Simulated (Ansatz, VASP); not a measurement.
## Ir in VASP and in Ansatz

```
Ir
1.0
     0.00000    2.01568    1.87171
     2.01568    0.00000    1.87171
     2.01568    2.01568    0.00000
Ir
1
Direct
  0.00000 0.00000 0.00000
```

Change from the starting cell: strain +0.050 along x and y, -0.025 along z, atoms carried along.

Alike in both runs: task single point; functional PBE; k mesh 22 × 22 × 22; occupations gaussian, width 0.15 eV; no spin polarisation.

|  | VASP | Ansatz |
| --- | --- | --- |
| version | VASP 6.6.1 | Ansatz 0.2.0 |
| potentials or method | VASP PAW PBE potentials, release 64 (Ir), cutoff 520 eV | scalar-relativistic, plane waves, PAW |
| valence electrons in the cell | 9 | 17 |

|  | VASP | Ansatz | Ansatz less VASP |
| --- | --- | --- | --- |
| gap on the k mesh at the Fermi level (eV) | none | none | - |
| pressure (GPa) | -13.3 | -13.6 | -0.35 |
| traceless stress, the component that is largest in VASP (GPa) | 14.16 | 14.27 | +0.110 |

A gap of «none» marks a metal or a gap that the smearing closes. VASP's potentials hold 9 valence electrons a cell and Ansatz's 17, so a difference there can come from the potentials and not from the codes.

Neither program's run includes spin-orbit coupling.
